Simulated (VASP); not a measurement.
# PtSe2 (P-3m1) in VASP: notebook

PtSe2 is run at these levels: PBE; tasks: single point.

All numbers are computed with VASP 6.6.1; they aren't measurements. Logs are shortened: lines on timing, memory, paths and dates and some standing lists are left out, and cuts for length are marked.

### 1 The cell of the first run

Symmetry: P-3m1, No. 164, trigonal system. The conventional cell has a = 3.728 Å, b = 3.728 Å, c = 5.031 Å, α = 90.00°, β = 90.00°, γ = 120.00°. Pt (site symmetry -3m) has 6 Se at 2.52 Å within 3.3 Å. Within 3.4 Å of Se (site symmetry 3m) lie 3 Pt at 2.52 Å and 6 Se at 3.23 to 3.39 Å.

### 2 Single point, PBE

INCAR reads:

```
  PREC = Accurate
  ENCUT = 520
  EDIFF = 1E-6
  ISMEAR = -1
  SIGMA = 0.05
  LREAL = F
  LASPH = T
  NELM = 100
  ALGO = Normal
  ISIF = 2
  LWAVE = F
  LCHARG = F
  GGA = PE
  NBANDS = 18
```

KPOINTS reads:

```
Automatic mesh
0
Gamma
  14 14 9
```

POSCAR reads:

```
PtSe2
1.0
    3.7278000000      0.0000000000      0.0000000000
   -1.8639000000      3.2283695002      0.0000000000
    0.0000000000      0.0000000000      5.0313000000
Pt Se
1 2
Direct
    0.0000000000      0.0000000000      0.0000000000
    0.3333333333      0.6666666667      0.2602149854
    0.6666666667      0.3333333333      0.7397850146
```

Potentials or basis: VASP PAW PBE potentials, release 64 (Pt, Se).

Started as:

```sh
$ cat potpaw_PBE.64/Pt/POTCAR potpaw_PBE.64/Se/POTCAR > POTCAR
$ mpirun -np 1 vasp_std > vasp.out
```

OUTCAR:

```text
PREC = Accurate
   ENCUT = 520
   EDIFF = 1E-6
   ISMEAR = -1
   LREAL = F
   LASPH = T
   NELM = 100
   ISIF = 2
   GGA = PE

 ion  position               nearest neighbor table
   1  0.000  0.000  0.000-   2 2.52   3 2.52   2 2.52   3 2.52   3 2.52   2 2.52
   2  0.333  0.667  0.260-   1 2.52   1 2.52   1 2.52
   3  0.667  0.333  0.740-   1 2.52   1 2.52   1 2.52

  LATTYP: Found a hexagonal cell.
 ALAT       =     3.7278000000
 C/A-ratio  =     1.3496700467

  Lattice vectors:

 A1 = (   3.7278000000,   0.0000000000,   0.0000000000)
 A2 = (  -1.8639000000,   3.2283695002,   0.0000000000)
 A3 = (   0.0000000000,   0.0000000000,   5.0313000000)

Analysis of symmetry for initial positions (statically):
=====================================================================
 Subroutine PRICEL returns:
 Original cell was already a primitive cell.

 Routine SETGRP: Setting up the symmetry group for a
 hexagonal supercell.

 Subroutine GETGRP returns: Found 12 space group operations
 (whereof 12 operations were pure point group operations)
 out of a pool of 24 trial point group operations.

The static configuration has the point symmetry D_3d.

Analysis of symmetry for dynamics (positions and initial velocities):
=====================================================================
 Subroutine PRICEL returns:
 Original cell was already a primitive cell.

 Routine SETGRP: Setting up the symmetry group for a
 hexagonal supercell.

 Subroutine GETGRP returns: Found 12 space group operations
 (whereof 12 operations were pure point group operations)
 out of a pool of 24 trial point group operations.

The dynamic configuration has the point symmetry D_3d.

 Subroutine INISYM returns: Found 12 space group operations
 (whereof 12 operations are pure point group operations),
 and found     1 'primitive' translations

----------------------------------------------------------------------------------------

                                     Primitive cell

  volume of cell :      60.5503

  direct lattice vectors                    reciprocal lattice vectors
     3.727800000  0.000000000  0.000000000     0.268254735  0.154876943  0.000000000
    -1.863900000  3.228369500  0.000000000     0.000000000  0.309753887  0.000000000
     0.000000000  0.000000000  5.031300000     0.000000000  0.000000000  0.198755789

  length of vectors
     3.727800000  3.727800000  5.031300000     0.309753887  0.309753887  0.198755789

  position of ions in fractional coordinates (direct lattice)
     0.000000000  0.000000000  0.000000000
     0.333333333  0.666666667  0.260214985
     0.666666667  0.333333333  0.739785015

  ion indices of the primitive-cell ions
   primitive index   ion index
                 1           1
                 2           2
                 3           3

----------------------------------------------------------------------------------------

 KPOINTS: Automatic mesh

Automatic generation of k-mesh.
 Grid dimensions read from file:
 generate k-points for:   14   14    9

 Generating k-lattice:

  Cartesian coordinates                     Fractional coordinates (reciprocal lattice)
     0.019161052  0.011062639  0.000000000     0.071428571 -0.000000000  0.000000000
     0.000000000  0.022125278  0.000000000     0.000000000  0.071428571  0.000000000
     0.000000000  0.000000000  0.022083977     0.000000000  0.000000000  0.111111111

  Length of vectors
     0.022125278  0.022125278  0.022083977

  Shift w.r.t. Gamma in fractional coordinates (k-lattice)
     0.000000000  0.000000000  0.000000000

 Subroutine IBZKPT returns following result:
 ===========================================

 Found    184 irreducible k-points:

 Following reciprocal coordinates:
            Coordinates               Weight
  0.000000  0.000000  0.000000      1.000000
  0.071429  0.000000  0.000000      6.000000
  0.142857 -0.000000  0.000000      6.000000
  0.214286  0.000000  0.000000      6.000000
  0.285714  0.000000  0.000000      6.000000
  0.357143  0.000000  0.000000      6.000000
[... 16 lines left out ...]
  0.285714  0.285714  0.000000      6.000000
  0.357143  0.285714  0.000000      6.000000
 [... further k-points ...]
   k-points           NKPTS =    184   k-points in BZ     NKDIM =    184   number of bands    NBANDS=     18
   number of dos      NEDOS =    301   number of ions     NIONS =      3
   total plane-waves  NPLWV =  31360
   dimension x,y,z NGX =    28 NGY =   28 NGZ =   40
   dimension x,y,z NGXF=    56 NGYF=   56 NGZF=   80
   ions per type =               1   2
   NGX,Y,Z   is equivalent  to a cutoff of  12.49, 12.49, 13.22 a.u.
   NGXF,Y,Z  is equivalent  to a cutoff of  24.97, 24.97, 26.43 a.u.
 SYSTEM =  unknown system
   PREC   = accura    normal or accurate (medium, high low for compatibility)
   ISTART =      0    job   : 0-new  1-cont  2-samecut
   ICHARG =      2    charge: 1-file 2-atom 10-const
   ISPIN  =      1    spin polarized calculation?
   LNONCOLLINEAR =      F non collinear calculations
   LSORBIT =      F    spin-orbit coupling
   LASPH  =      T    aspherical Exc in radial PAW
   ENCUT  =  520.0 eV  38.22 Ry    6.18 a.u.   6.93  6.93  9.35*2*pi/ulx,y,z
   NELM   =    100;   NELMIN=  2; NELMDL= -5     # of ELM steps
   EDIFF  = 0.1E-05   stopping-criterion for ELM
   LREAL  =      F    real-space projection
   EDIFFG = 0.1E-04   stopping-criterion for IOM
   NSW    =      0    number of steps for IOM
   IBRION =     -1    ionic relax: 0-MD 1-quasi-New 2-CG
   NFREE  =      0    steps in history (QN), initial steepest desc. (CG)
   ISIF   =      2    stress and relaxation
   ISYM   =      2    0-nonsym 1-usesym 2-fastsym
   POTIM  = 0.5000    time-step for ionic-motion
   TEBEG  =    0.0;   TEEND  =   0.0 temperature during run
   PSTRESS=    0.0 pullay stress
   NELECT =      22.0000    total number of electrons
   NUPDOWN=      -1.0000    fix difference up-down
   EMIN   =  10.00;   EMAX   =-10.00  energy-range for DOS
   EFERMI =   0.00;   METHOD = LEGACY
   ISMEAR =    -1;   SIGMA  =   0.05  broadening in eV -4-tet -1-fermi 0-gaus
   EFERMI_NEDOS =   21; number of points for ismear=-14 and -15
   IALGO  =     38    algorithm
   IMIX   =      4    mixing-type and parameters
     AMIX     =   0.40;   BMIX     =  1.00
     AMIX_MAG =   1.60;   BMIX_MAG =  1.00
  volume/ion in A,a.u.               =      20.18       136.20
  Fermi-wavevector in a.u.,A,eV,Ry     =   1.168182  2.207543 18.567168  1.364648
  Thomas-Fermi vector in A             =   2.304672
   LORBIT       =      0    0 simple, 1 ext, 2 COOP (PROOUT), +10 PAW based schemes
   GGA     = PE    functional components
   LHFCALC =     F    Hartree Fock is set to
   AEXX    =    0.0000 exact exchange contribution
   IVDW    =     0    specifies the selected vdW correction
   LEPSILON=     F    determine dielectric tensor
   LRPA    =     F    only Hartree local field effects (RPA)
 non-spin polarized calculation
  energy-cutoff  :      520.00
  volume of cell :       60.55
 maximum number of plane-waves:      1652
   NGX = 13   NGY = 13   NGZ = 19

 number of electron      21.9999999 magnetization

 Free energy of the ion-electron system (eV)
  ---------------------------------------------------
  ext. energy  EPLUGINS =         0.00000000
  ---------------------------------------------------
  free energy    TOTEN  =       -14.21314342 eV

  energy without entropy =      -14.20734807  energy(sigma->0) =      -14.21024575

 E-fermi :   6.5066     XC(G=0): -10.6958

 val. band max:        6.5004349030   @ k =   0.0000   0.2857   0.3333
 cond. band min:       6.5436841059   @ k =   0.0714   0.0000   0.1111
 fundamental gap:      0.0432492029
 Fermi energy:         6.5065519896

 k-point     1 :       0.0000    0.0000    0.0000
  band No.  band energies     occupation
      1      -9.0595      2.00000
      2      -6.2690      2.00000
      3      -0.6399      2.00000
      4       0.3246      2.00000
      5       0.3246      2.00000
      6       2.6633      2.00000
[... 10 lines left out ...]
     17      13.8967      0.00000
     18      18.4642      0.00000

 k-point     2 :       0.0714    0.0000    0.0000
  band No.  band energies     occupation
      1      -9.0033      2.00000
      2      -6.2927      2.00000
      3      -0.5695      2.00000
      4       0.3600      2.00000
      5       0.3640      2.00000
      6       2.5900      2.00000
[... 10 lines left out ...]
     17      14.0780      0.00000
     18      17.3335      0.00000

 k-point     3 :       0.1429   -0.0000    0.0000
  band No.  band energies     occupation
      1      -8.8388      2.00000
      2      -6.3602      2.00000
      3      -0.3650      2.00000
      4       0.4596      2.00000
      5       0.4814      2.00000
      6       2.3182      2.00000
[... 10 lines left out ...]
     17      14.5446      0.00000
     18      15.9792      0.00000

 k-point     4 :       0.2143    0.0000    0.0000
  band No.  band energies     occupation
      1      -8.5787      2.00000
      2      -6.4632      2.00000
      3      -0.0529      2.00000
      4       0.6030      2.00000
      5       0.6713      2.00000
      6       1.7574      2.00000
[... 10 lines left out ...]
     17      14.9156      0.00000
     18      15.0591      0.00000

 k-point     5 :       0.2857    0.0000    0.0000
  band No.  band energies     occupation
      1      -8.2462      2.00000
      2      -6.5930      2.00000
      3       0.2571      2.00000
      4       0.7523      2.00000
      5       0.8015      2.00000
      6       1.2503      2.00000
[... 10 lines left out ...]
     17      14.6452      0.00000
     18      14.9170      0.00000

 k-point     6 :       0.3571    0.0000    0.0000
  band No.  band energies     occupation
      1      -7.8768      2.00000
      2      -6.7476      2.00000
      3      -0.0101      2.00000
      4       0.8631      2.00000
      5       0.8823      2.00000
      6       1.5699      2.00000
[... 10 lines left out ...]
     17      14.2093      0.00000
     18      15.8246      0.00000

 k-point     7 :       0.4286    0.0000    0.0000
  band No.  band energies     occupation
      1      -7.5178      2.00000
      2      -6.9347      2.00000
      3      -0.4691      2.00000
      4       0.9173      2.00000
      5       1.1696      2.00000
      6       2.1358      2.00000
[... 10 lines left out ...]
     17      13.9047      0.00000
     18      16.9896      0.00000

 k-point     8 :       0.5000    0.0000    0.0000
  band No.  band energies     occupation
      1      -7.2691      2.00000
      2      -7.1166      2.00000
      3      -0.6451      2.00000
      4       0.9312      2.00000
      5       1.3072      2.00000
      6       2.5121      2.00000
[... 10 lines left out ...]
     17      13.7982      0.00000
     18      17.7872      0.00000
[... 229 lines left out ...]
     17      15.4380      0.00000
     18      16.8085      0.00000

 k-point    20 :       0.2143    0.2143    0.0000
  band No.  band energies     occupation
      1      -7.8044      2.00000
      2      -6.7391      2.00000
      3       0.3529      2.00000
      4       0.6576      2.00000
      5       0.9040      2.00000
      6       1.2986      2.00000
[... 10 lines left out ...]
     17      15.2873      0.00000
     18      15.3144      0.00000

 k-point    21 :       0.2857    0.2143    0.0000
  band No.  band energies     occupation
      1      -7.4954      2.00000
      2      -6.8572      2.00000
      3      -0.0743      2.00000
      4       0.6397      2.00000
      5       0.9546      2.00000
      6       1.5391      2.00000
[... 10 lines left out ...]
     17      15.2963      0.00000
     18      15.9614      0.00000

 k-point    22 :       0.3571    0.2143    0.0000
  band No.  band energies     occupation
      1      -7.2422      2.00000
      2      -6.9910      2.00000
      3      -0.3575      2.00000
      4       0.5855      2.00000
      5       1.0154      2.00000
      6       1.6478      2.00000
[... 10 lines left out ...]
     17      15.6187      0.00000
     18      16.5765      0.00000

 k-point    23 :       0.2857    0.2857    0.0000
  band No.  band energies     occupation
      1      -7.2581      2.00000
      2      -6.9501      2.00000
      3      -0.2319      2.00000
      4       0.6130      2.00000
      5       0.6563      2.00000
      6       1.8140      2.00000
[... 10 lines left out ...]
     17      15.5394      0.00000
     18      16.4393      0.00000

 k-point    24 :       0.3571    0.2857    0.0000
  band No.  band energies     occupation
      1      -7.1190      2.00000
      2      -7.0331      2.00000
      3      -0.2987      2.00000
      4       0.5224      2.00000
      5       0.6280      2.00000
      6       1.8178      2.00000
[... 10 lines left out ...]
     17      15.2643      0.00000
     18      16.9619      0.00000

 [... further k-points ...]

------------------------ aborting loop because EDIFF is reached ----------------------------------------

  FORCE on cell =-STRESS in cart. coord.  units (eV):
  Direction    XX          YY          ZZ          XY          YZ          ZX
  --------------------------------------------------------------------------------------
  -------------------------------------------------------------------------------------
  Total        1.9728669      1.9728669      1.0637490      0.0000000      0.0000000     -0.0000000
  in kB       52.2026226     52.2026226     28.1471032      0.0000000      0.0000000     -0.0000000
  external PRESSURE =      44.1841162 kB  Pullay stress =       0.0000000 kB

 VOLUME and BASIS-vectors are now :
 -----------------------------------------------------------------------------
  energy-cutoff  :      520.00
  volume of cell :       60.55
      direct lattice vectors                 reciprocal lattice vectors
     3.727800000  0.000000000  0.000000000     0.268254735  0.154876943  0.000000000
    -1.863900000  3.228369500  0.000000000     0.000000000  0.309753887  0.000000000
     0.000000000  0.000000000  5.031300000     0.000000000  0.000000000  0.198755789

 POSITION                                       TOTAL-FORCE (eV/Angst)
 -----------------------------------------------------------------------------------
      0.00000      0.00000      0.00000        -0.000000      0.000000      0.000000
     -0.00000      2.15225      1.30922        -0.000000     -0.000000      0.007325
      1.86390      1.07612      3.72208         0.000000      0.000000     -0.007325
 -----------------------------------------------------------------------------------
    total drift:                               -0.000000     -0.000000      0.000000

  FREE ENERGIE OF THE ION-ELECTRON SYSTEM (eV)
  ---------------------------------------------------
  free  energy   TOTEN  =       -14.2131434247 eV

  energy  without entropy=      -14.2073480734  energy(sigma->0) =      -14.21024575
```

Run time: 60 s. Hardware: 1 thread of Intel Xeon 6975P-C (Granite Rapids), shared host; peak memory 0.33 GiB.

Results:

- Free energy: -14.2131 eV
- Pressure: 4.4 GPa
- Largest force: 0.007 eV/Å
- Band gap on the k mesh: zero (bands 11 and 12 overlap by 0.61 eV)

Forces in eV/Å, atoms in the order of the input:
```
Pt   0.000  0.000  0.000
Se   0.000  0.000  0.007
Se   0.000  0.000 -0.007
```

Caveat: the cell stands under pressure; spin-orbit coupling is left out, which moves the levels of the heavy elements.

### 3 Single point, PBE (z stretched by +1 %, then relaxed in part)

INCAR reads:

```
PREC = Accurate
ENCUT = 520
EDIFF = 1E-7
ISMEAR = -1
SIGMA = 0.05
LREAL = F
LASPH = T
NELM = 100
ALGO = Normal
ISIF = 2
LWAVE = F
LCHARG = T
GGA = PE
LELF = T
LVHAR = T
NBANDS = 18
```

KPOINTS is that of step 2.

POSCAR reads:

```
PtSe2
1.0
    3.7278000000      0.0000000000      0.0000000000
   -1.8639000000      3.2283695002      0.0000000000
    0.0000000000      0.0000000000      5.0816130000
Pt Se
1 2
Direct
    0.0000000000      0.0000000000      0.0000000000
    0.3333333333      0.6666666667      0.2581327842
    0.6666666667      0.3333333333      0.7418672158
```

Potentials or basis: VASP PAW PBE potentials, release 64 (Pt, Se).

Started as:

```sh
$ cat potpaw_PBE.64/Pt/POTCAR potpaw_PBE.64/Se/POTCAR > POTCAR
$ mpirun -np 1 vasp_std > vasp.out
```

Wall time 67 s (1 thread of Intel Xeon 6975P-C (Granite Rapids), shared host); peak memory 0.33 GiB.

The run converged. Its results:

| Item | Value |
| --- | --- |
| Free energy | -14.2230 eV |
| Pressure | 4.0 GPa |
| Band gap on the k mesh | zero (bands 11 and 12 overlap by 0.55 eV) |

Stress tensor (GPa, compression positive):
```
4.78 0.00 0.00
0.00 4.78 0.00
0.00 0.00 2.36
```

Levels at points of the mesh, in eV from the Fermi level:
| k point | band 7 | band 8 | band 9 | band 10 | band 11 | band 12 | band 13 | band 14 | band 15 | band 16 |
| --- | --- | --- | --- | --- | --- | --- | --- | --- | --- | --- |
| (0.00, 0.00, 0.00) | -3.84 | -2.59 | -0.95 | -0.95 | 0.52 | 1.32 | 1.32 | 3.66 | 4.13 | 7.40 |
| (0.50, 0.00, 0.00) | -3.77 | -3.39 | -3.30 | -3.26 | -2.89 | 0.59 | 2.31 | 4.89 | 5.86 | 6.94 |

Caveat: the cell differs from its parent crystal (z stretched by +1 %, then relaxed in part); the cell stands under pressure; spin-orbit coupling is left out, which moves the levels of the heavy elements.
